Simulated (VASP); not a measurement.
# MnO2 (P-3m1) in VASP: notebook

Runs on MnO2. Level: LDA. Tasks: single point.

Program: VASP 6.6.1. These are calculated values, not measurements. Logs are shortened: lines on timing, memory, paths and dates and some standing lists are left out, and cuts for length are marked.

### Step 1. The cell of the first run

It takes space group P-3m1 (No. 164, trigonal). The conventional cell has a = 2.857 Å, b = 2.857 Å, c = 4.601 Å, α = 90.00°, β = 90.00°, γ = 120.00°. Within 2.5 Å of Mn (site symmetry -3m) lie 6 O at 1.90 Å. Within 2.6 Å of O (site symmetry 3m) lie 3 Mn at 1.90 Å and 3 O at 2.51 Å.

### Step 2. Single point, LDA, collinear spin, zero start

Input file INCAR:

```
PREC     = Accurate       # precision mode
ENCUT    = 520            # plane-wave cutoff, eV
EDIFF    = 1E-6           # SCF threshold, eV
ISMEAR   = -1             # smearing method
SIGMA    = 0.03           # smearing width, eV
LREAL    = False          # projectors in reciprocal space
LASPH    = True           # aspherical terms in the spheres
NELM     = 150            # most SCF steps
ALGO     = Normal         # electronic algorithm
ISIF     = 2              # what is computed and relaxed
LWAVE    = False          # write WAVECAR
LCHARG   = False          # write CHGCAR
ISPIN    = 2              # spin polarisation
MAGMOM   = 0 0 0          # initial moments
LORBIT   = 11             # projections on sites
NUPDOWN  = 0.0            # fixed moment
LMAXMIX  = 4              # l up to which the mixer works
GGA      = CA             # functional
NBANDS   = 24             # bands
```

Input file KPOINTS:

```
regular mesh
0
Gamma
  11 11 6
```

Input file POSCAR:

```
MnO2
1.0
    2.8565781804      0.0000000000      0.0000000000
   -1.4282890902      2.4738692722      0.0000000000
    0.0000000000      0.0000000000      4.6013740589
Mn O
1 2
Direct
    0.0000000000      0.0000000000      0.5000000000
    0.6666666667      0.3333333333      0.2937074300
    0.3333333333      0.6666666667      0.7062925700
```

Potentials or basis: VASP PAW LDA potentials, release 64 (Mn_pv, O).

Started as:

```
$ cat potpaw_LDA.64/Mn_pv/POTCAR potpaw_LDA.64/O/POTCAR > POTCAR
$ mpirun -np 1 vasp_std > vasp.out
```

OUTCAR:

```text
PREC = Accurate
   ENCUT = 520
   EDIFF = 1E-6
   ISMEAR = -1
   LREAL = False
   LASPH = True
   NELM = 150
   ISIF = 2
   ISPIN = 2
   LORBIT = 11
   NUPDOWN = 0.0
   GGA = CA

 ion  position               nearest neighbor table
   1  0.000  0.000  0.500-   2 1.90   3 1.90   2 1.90   3 1.90   2 1.90   3 1.90
   2  0.667  0.333  0.294-   1 1.90   1 1.90   1 1.90
   3  0.333  0.667  0.706-   1 1.90   1 1.90   1 1.90

  LATTYP: Found a hexagonal cell.
 ALAT       =     2.8565781804
 C/A-ratio  =     1.6107992739

  Lattice vectors:

 A1 = (   2.8565781804,   0.0000000000,   0.0000000000)
 A2 = (  -1.4282890902,   2.4738692722,   0.0000000000)
 A3 = (   0.0000000000,   0.0000000000,   4.6013740589)

Analysis of symmetry for initial positions (statically):
=====================================================================
 Subroutine PRICEL returns:
 Original cell was already a primitive cell.

 Routine SETGRP: Setting up the symmetry group for a
 hexagonal supercell.

 Subroutine GETGRP returns: Found 12 space group operations
 (whereof 12 operations were pure point group operations)
 out of a pool of 24 trial point group operations.

The static configuration has the point symmetry D_3d.

Analysis of symmetry for dynamics (positions and initial velocities):
=====================================================================
 Subroutine PRICEL returns:
 Original cell was already a primitive cell.

 Routine SETGRP: Setting up the symmetry group for a
 hexagonal supercell.

 Subroutine GETGRP returns: Found 12 space group operations
 (whereof 12 operations were pure point group operations)
 out of a pool of 24 trial point group operations.

The dynamic configuration has the point symmetry D_3d.

Analysis of structural, dynamic, and magnetic symmetry:
=====================================================================
 Subroutine PRICEL returns:
 Original cell was already a primitive cell.

 Routine SETGRP: Setting up the symmetry group for a
 hexagonal supercell.

 Subroutine GETGRP returns: Found 12 space group operations
 (whereof 12 operations were pure point group operations)
 out of a pool of 24 trial point group operations.

The overall configuration has the point symmetry D_3d.

 Subroutine INISYM returns: Found 12 space group operations
 (whereof 12 operations are pure point group operations),
 and found     1 'primitive' translations

----------------------------------------------------------------------------------------

                                     Primitive cell

  volume of cell :      32.5170

  direct lattice vectors                    reciprocal lattice vectors
     2.856578180  0.000000000  0.000000000     0.350069187  0.202112539  0.000000000
    -1.428289090  2.473869272  0.000000000     0.000000000  0.404225078  0.000000000
     0.000000000  0.000000000  4.601374059     0.000000000  0.000000000  0.217326387

  length of vectors
     2.856578180  2.856578180  4.601374059     0.404225078  0.404225078  0.217326387

  position of ions in fractional coordinates (direct lattice)
     0.000000000  0.000000000  0.500000000
     0.666666667  0.333333333  0.293707430
     0.333333333  0.666666667  0.706292570

  ion indices of the primitive-cell ions
   primitive index   ion index
                 1           1
                 2           2
                 3           3

----------------------------------------------------------------------------------------

 KPOINTS: regular mesh

Automatic generation of k-mesh.
 Grid dimensions read from file:
 generate k-points for:   11   11    6

 Generating k-lattice:

  Cartesian coordinates                     Fractional coordinates (reciprocal lattice)
     0.031824472  0.018373867  0.000000000     0.090909091  0.000000000  0.000000000
     0.000000000  0.036747734  0.000000000     0.000000000  0.090909091  0.000000000
     0.000000000  0.000000000  0.036221065     0.000000000  0.000000000  0.166666667

  Length of vectors
     0.036747734  0.036747734  0.036221065

  Shift w.r.t. Gamma in fractional coordinates (k-lattice)
     0.000000000  0.000000000  0.000000000

 Subroutine IBZKPT returns following result:
 ===========================================

 Found     84 irreducible k-points:

 Following reciprocal coordinates:
            Coordinates               Weight
  0.000000  0.000000  0.000000      1.000000
  0.090909  0.000000  0.000000      6.000000
  0.181818  0.000000  0.000000      6.000000
  0.272727  0.000000  0.000000      6.000000
  0.363636  0.000000  0.000000      6.000000
  0.454545  0.000000  0.000000      6.000000
[... 16 lines left out ...]
  0.000000  0.272727  0.166667      6.000000
  0.363636  0.000000  0.166667      6.000000
 [... further k-points ...]
   k-points           NKPTS =     84   k-points in BZ     NKDIM =     84   number of bands    NBANDS=     24
   number of dos      NEDOS =    301   number of ions     NIONS =      3
   total plane-waves  NPLWV =  20736
   dimension x,y,z NGX =    24 NGY =   24 NGZ =   36
   dimension x,y,z NGXF=    48 NGYF=   48 NGZF=   72
   ions per type =               1   2
   NGX,Y,Z   is equivalent  to a cutoff of  13.97, 13.97, 13.01 a.u.
   NGXF,Y,Z  is equivalent  to a cutoff of  27.93, 27.93, 26.01 a.u.
 SYSTEM =  unknown system
   PREC   = accura    normal or accurate (medium, high low for compatibility)
   ISTART =      0    job   : 0-new  1-cont  2-samecut
   ICHARG =      2    charge: 1-file 2-atom 10-const
   ISPIN  =      2    spin polarized calculation?
   LNONCOLLINEAR =      F non collinear calculations
   LSORBIT =      F    spin-orbit coupling
   LASPH  =      T    aspherical Exc in radial PAW
   ENCUT  =  520.0 eV  38.22 Ry    6.18 a.u.   5.31  5.31  8.56*2*pi/ulx,y,z
   NELM   =    150;   NELMIN=  2; NELMDL= -5     # of ELM steps
   EDIFF  = 0.1E-05   stopping-criterion for ELM
   LREAL  =      F    real-space projection
   EDIFFG = 0.1E-04   stopping-criterion for IOM
   NSW    =      0    number of steps for IOM
   IBRION =     -1    ionic relax: 0-MD 1-quasi-New 2-CG
   NFREE  =      0    steps in history (QN), initial steepest desc. (CG)
   ISIF   =      2    stress and relaxation
   ISYM   =      2    0-nonsym 1-usesym 2-fastsym
   POTIM  = 0.5000    time-step for ionic-motion
   TEBEG  =    0.0;   TEEND  =   0.0 temperature during run
   PSTRESS=    0.0 pullay stress
   NELECT =      25.0000    total number of electrons
   NUPDOWN=       0.0000    fix difference up-down
   EMIN   =  10.00;   EMAX   =-10.00  energy-range for DOS
   EFERMI =   0.00;   METHOD = LEGACY
   ISMEAR =    -1;   SIGMA  =   0.03  broadening in eV -4-tet -1-fermi 0-gaus
   EFERMI_NEDOS =   21; number of points for ismear=-14 and -15
   IALGO  =     38    algorithm
   IMIX   =      4    mixing-type and parameters
     AMIX     =   0.40;   BMIX     =  1.00
     AMIX_MAG =   1.60;   BMIX_MAG =  1.00
  volume/ion in A,a.u.               =      10.84        73.15
  Fermi-wavevector in a.u.,A,eV,Ry     =   1.499747  2.834111 30.602787  2.249241
  Thomas-Fermi vector in A             =   2.611337
   LORBIT       =     11    0 simple, 1 ext, 2 COOP (PROOUT), +10 PAW based schemes
   GGA     = CA    functional components
   LHFCALC =     F    Hartree Fock is set to
   AEXX    =    0.0000 exact exchange contribution
   IVDW    =     0    specifies the selected vdW correction
   LEPSILON=     F    determine dielectric tensor
   LRPA    =     F    only Hartree local field effects (RPA)
 spin polarized calculation
  energy-cutoff  :      520.00
  volume of cell :       32.52
 maximum number of plane-waves:       890
 NGX is ok and might be reduce to    24
   NGX = 11   NGY = 11   NGZ = 17

 number of electron      24.9999997 magnetization      -0.0000000

 number of electron      24.9999997 magnetization       0.0000000

 Free energy of the ion-electron system (eV)
  ---------------------------------------------------
  ext. energy  EPLUGINS =         0.00000000
  ---------------------------------------------------
  free energy    TOTEN  =       -25.33634846 eV

  energy without entropy =      -25.32144713  energy(sigma->0) =      -25.32889779

 E-fermi :   3.1780     XC(G=0): -11.4595

 val. band max:        3.1675068558   @ k =   0.2727   0.1818   0.1667
 cond. band min:       3.1799447172   @ k =   0.3636   0.1818   0.0000
 fundamental gap:      0.0124378614
 Fermi energy:         3.1780289315

 spin component 1

 k-point     1 :       0.0000    0.0000    0.0000
  band No.  band energies     occupation
      1     -45.2281      1.00000
      2     -45.2281      1.00000
      3     -45.0438      1.00000
      4     -16.4972      1.00000
      5     -14.1516      1.00000
      6      -3.0456      1.00000
[... 16 lines left out ...]
     23      26.9347      0.00000
     24      27.1555      0.00000
[... 598 lines left out ...]
      2     -45.2624      1.00000
      3     -45.0173      1.00000
      4     -15.1850      1.00000
      5     -14.5452      1.00000
      6      -3.1825      1.00000
[... 16 lines left out ...]
     23      24.0362      0.00000
     24      25.8389      0.00000

 [... further k-points ...]

 spin component 2

 k-point     1 :       0.0000    0.0000    0.0000
  band No.  band energies     occupation
      1     -45.2281      1.00000
      2     -45.2281      1.00000
      3     -45.0438      1.00000
      4     -16.4972      1.00000
      5     -14.1516      1.00000
      6      -3.0456      1.00000
[... 16 lines left out ...]
     23      26.9347      0.00000
     24      27.1555      0.00000
[... 598 lines left out ...]
      2     -45.2624      1.00000
      3     -45.0173      1.00000
      4     -15.1850      1.00000
      5     -14.5452      1.00000
      6      -3.1825      1.00000
[... 16 lines left out ...]
     23      24.0362      0.00000
     24      25.8388      0.00000

 [... further k-points ...]

------------------------ aborting loop because EDIFF is reached ----------------------------------------

  FORCE on cell =-STRESS in cart. coord.  units (eV):
  Direction    XX          YY          ZZ          XY          YZ          ZX
  --------------------------------------------------------------------------------------
  -------------------------------------------------------------------------------------
  Total       -4.3031023     -4.3031023     -1.9768151      0.0000000      0.0000000      0.0000000
  in kB     -212.0224530   -212.0224530    -97.4016336      0.0000000      0.0000000      0.0000000
  external PRESSURE =    -173.8155132 kB  Pullay stress =       0.0000000 kB

 VOLUME and BASIS-vectors are now :
 -----------------------------------------------------------------------------
  energy-cutoff  :      520.00
  volume of cell :       32.52
      direct lattice vectors                 reciprocal lattice vectors
     2.856578180  0.000000000  0.000000000     0.350069187  0.202112539  0.000000000
    -1.428289090  2.473869272  0.000000000     0.000000000  0.404225078  0.000000000
     0.000000000  0.000000000  4.601374059     0.000000000  0.000000000  0.217326387

 POSITION                                       TOTAL-FORCE (eV/Angst)
 -----------------------------------------------------------------------------------
      0.00000      0.00000      2.30069         0.000000      0.000000      0.000000
      1.42829      0.82462      1.35146         0.000000      0.000000      0.842469
     -0.00000      1.64925      3.24992        -0.000000     -0.000000     -0.842469
 -----------------------------------------------------------------------------------
    total drift:                               -0.000000      0.000000      0.000000

  FREE ENERGIE OF THE ION-ELECTRON SYSTEM (eV)
  ---------------------------------------------------
  free  energy   TOTEN  =       -25.3363484620 eV

  energy  without entropy=      -25.3214471278  energy(sigma->0) =      -25.32889779

 total charge

# of ion       s       p       d       tot
------------------------------------------
    1        0.349   6.437   5.056  11.842
    2        1.573   3.356   0.000   4.929
    3        1.573   3.356   0.000   4.929
--------------------------------------------------
tot          3.494  13.150   5.056  21.700

 magnetization (x)

# of ion       s       p       d       tot
------------------------------------------
    1        0.000   0.000   0.000   0.000
    2       -0.000   0.000   0.000   0.000
    3       -0.000   0.000   0.000   0.000
--------------------------------------------------
tot          0.000   0.000   0.000   0.000
```

Run time: 2.4 min. Hardware: 1 thread of Intel Xeon 8259CL, shared host; peak memory 0.22 GiB.

What came out:

| Item | Value |
| --- | --- |
| Free energy | -25.3363 eV |
| Pressure | -17.4 GPa |
| Largest force | 0.842 eV/Å |
| Net moment | 0.00 μB per cell |
| Valence electrons inside the program's atomic spheres | Mn 11.84; O 4.93 |

Forces in eV/Å, atoms in the order of the input:
```
Mn   0.000  0.000  0.000
O    0.000  0.000  0.842
O    0.000  0.000 -0.842
```

Caveat: the cell stands under tension; the total moment is fixed, so each spin has its own Fermi level.

### Step 3. Single point, LDA, collinear spin, zero start

Input file INCAR:

```
SYSTEM = MnO2
PREC = Accurate
ENCUT = 520
EDIFF = 1E-6
ISMEAR = -1
SIGMA = 0.03
LREAL = .FALSE.
LASPH = .TRUE.
NELM = 150
ALGO = Normal
ISIF = 2
LWAVE = .FALSE.
LCHARG = .FALSE.
ISPIN = 2
MAGMOM = 0 0 0
LORBIT = 11
NUPDOWN = 0.0
LMAXMIX = 4
NBANDS = 24
```

Input file KPOINTS:

```
regular mesh
0
G
  11 11 6
  0 0 0
```

POSCAR is that of step 2.

Potentials or basis: VASP PAW LDA potentials, release 64 (Mn_pv, O).

Started as:

```
$ cat potpaw_LDA.64/Mn_pv/POTCAR potpaw_LDA.64/O/POTCAR > POTCAR
$ mpirun -np 1 vasp_std > vasp.out
```

OUTCAR:

```text
SYSTEM = MnO2
   PREC = Accurate
   ENCUT = 520
   EDIFF = 1E-6
   ISMEAR = -1
   LREAL = .FALSE.
   LASPH = .TRUE.
   NELM = 150
   ISIF = 2
   ISPIN = 2
   LORBIT = 11
   NUPDOWN = 0.0

 ion  position               nearest neighbor table
   1  0.000  0.000  0.500-   2 1.90   3 1.90   2 1.90   3 1.90   2 1.90   3 1.90
   2  0.667  0.333  0.294-   1 1.90   1 1.90   1 1.90
   3  0.333  0.667  0.706-   1 1.90   1 1.90   1 1.90

  LATTYP: Found a hexagonal cell.
 ALAT       =     2.8565781804
 C/A-ratio  =     1.6107992739

  Lattice vectors:

[... 1519 lines left out ...]
  energy-cutoff  :      520.00
  volume of cell :       32.52
      direct lattice vectors                 reciprocal lattice vectors
     2.856578180  0.000000000  0.000000000     0.350069187  0.202112539  0.000000000
    -1.428289090  2.473869272  0.000000000     0.000000000  0.404225078  0.000000000
     0.000000000  0.000000000  4.601374059     0.000000000  0.000000000  0.217326387

 POSITION                                       TOTAL-FORCE (eV/Angst)
 -----------------------------------------------------------------------------------
      0.00000      0.00000      2.30069         0.000000      0.000000      0.000000
      1.42829      0.82462      1.35146         0.000000      0.000000      0.842469
     -0.00000      1.64925      3.24992        -0.000000     -0.000000     -0.842469
 -----------------------------------------------------------------------------------
    total drift:                               -0.000000      0.000000      0.000000

  FREE ENERGIE OF THE ION-ELECTRON SYSTEM (eV)
  ---------------------------------------------------
  free  energy   TOTEN  =       -25.3363484620 eV

  energy  without entropy=      -25.3214471278  energy(sigma->0) =      -25.32889779

 total charge

# of ion       s       p       d       tot
------------------------------------------
    1        0.349   6.437   5.056  11.842
    2        1.573   3.356   0.000   4.929
    3        1.573   3.356   0.000   4.929
--------------------------------------------------
tot          3.494  13.150   5.056  21.700

 magnetization (x)

# of ion       s       p       d       tot
------------------------------------------
    1        0.000   0.000   0.000   0.000
    2       -0.000   0.000   0.000   0.000
    3       -0.000   0.000   0.000   0.000
--------------------------------------------------
tot          0.000   0.000   0.000   0.000
```

OSZICAR:

```text
N       E                     dE             d eps       ncg     rms          rms(c)
DAV:   1     0.238100113771E+03    0.23810E+03   -0.14023E+04  8080   0.119E+03
DAV:   2    -0.189926095403E+02   -0.25709E+03   -0.24207E+03  8840   0.358E+02
DAV:   3    -0.331836819853E+02   -0.14191E+02   -0.14085E+02  9360   0.906E+01
DAV:   4    -0.333093280572E+02   -0.12565E+00   -0.12563E+00  8952   0.899E+00
DAV:   5    -0.333106931065E+02   -0.13650E-02   -0.13650E-02  9552   0.901E-01    0.304E+01
DAV:   6    -0.395477651639E+02   -0.62371E+01   -0.17576E+02  9528   0.840E+01    0.489E+01
DAV:   7    -0.264465161334E+02    0.13101E+02   -0.13252E+02  9360   0.846E+01    0.110E+01
DAV:   8    -0.253374011920E+02    0.11091E+01   -0.43911E+00  9688   0.170E+01    0.175E+00
DAV:   9    -0.253483106939E+02   -0.10910E-01   -0.20686E-01  8888   0.335E+00    0.121E+00
DAV:  10    -0.253375431225E+02    0.10768E-01   -0.68651E-02  9504   0.235E+00    0.496E-01
DAV:  11    -0.253364145460E+02    0.11286E-02   -0.73364E-03  9552   0.758E-01    0.820E-02
DAV:  12    -0.253363893538E+02    0.25192E-04   -0.68287E-04  8576   0.175E-01    0.923E-02
DAV:  13    -0.253363476182E+02    0.41736E-04   -0.21533E-04  8912   0.111E-01    0.138E-02
DAV:  14    -0.253363484620E+02   -0.84382E-06   -0.91561E-06  8576   0.211E-02
   1 F= -.25336348E+02 E0= -.25328898E+02  d E =-.149013E-01  mag=     0.0000
```

stdout:

```text
POSCAR found type information on POSCAR MnO
 POSCAR found :  2 types and       3 ions
 scaLAPACK will be used
 LDA part: xc-table for (Slater(with rela. corr.)+CA(PZ))
 , standard interpolation
 POSCAR, INCAR and KPOINTS ok, starting setup
 FFT: planning ... GRIDC
 FFT: planning ... GRID_SOFT
 FFT: planning ... GRID
 WAVECAR not read
 entering main loop
```

Wall time 2.4 min (1 thread of Intel Xeon 8259CL, shared host); peak memory 0.21 GiB.

What came out:

| Quantity | Value |
| --- | --- |
| Free energy | -25.3363 eV |
| Pressure | -17.4 GPa |
| Largest force | 0.842 eV/Å |
| Net moment | 0.00 μB per cell |
| Valence electrons inside the program's atomic spheres | Mn 11.84; O 4.93 |

Forces in eV/Å, atoms in the order of the input:
```
Mn   0.000  0.000  0.000
O    0.000  0.000  0.842
O    0.000  0.000 -0.842
```

Stress tensor (GPa, compression positive):
```
-21.20   0.00   0.00
  0.00 -21.20   0.00
  0.00   0.00  -9.74
```

Caveat: the cell stands under tension; the total moment is fixed, so each spin has its own Fermi level.

### Step 4. Single point, LDA, collinear spin, ferromagnetic start

Input file INCAR:

```
SYSTEM = MnO2
PREC = Accurate
ENCUT = 520
EDIFF = 1E-6
ISMEAR = -1
SIGMA = 0.03
LREAL = .False.
LASPH = .True.
NELM = 150
ALGO = Normal
ISIF = 2
LWAVE = .False.
LCHARG = .True.
ISPIN = 2
MAGMOM = 0.6 0 0
LORBIT = 11
NUPDOWN = 0.6
LMAXMIX = 4
GGA = CA
LELF = .True.
LVHAR = .True.
NBANDS = 24
```

Input file KPOINTS:

```
Automatic mesh
0
Gamma
  11 11 6
  0 0 0
```

POSCAR is that of step 3.

Started as:

```
$ cat potpaw_LDA.64/Mn_pv/POTCAR potpaw_LDA.64/O/POTCAR > POTCAR
$ mpirun -np 1 vasp_std > vasp.out
```

It took 3.1 min on 1 thread of Intel Xeon 8259CL, shared host; peak memory 0.21 GiB.

Results (log left out):

```yaml
Free_energy: -25.3912 eV
Pressure: -17.0 GPa
Largest_force: 0.726 eV/Å
Net_moment: 0.60 μB per cell
Site_moments: Mn +0.63; O -0.02 μB
Valence_electrons_inside_the_program's_atomic_spheres: Mn 11.84; O 4.93
```

Forces on the atoms (eV/Å):
```
Mn   0.000  0.000  0.000
O    0.000  0.000  0.726
O    0.000  0.000 -0.726
```

Stress tensor (GPa, compression positive):
```
-21.16   0.00   0.00
  0.00 -21.16   0.00
  0.00   0.00  -8.82
```

Caveat: the cell stands under tension; the total moment is fixed, so each spin has its own Fermi level; a cell with one magnetic atom can't hold antiferromagnetic order, which such compounds often take.
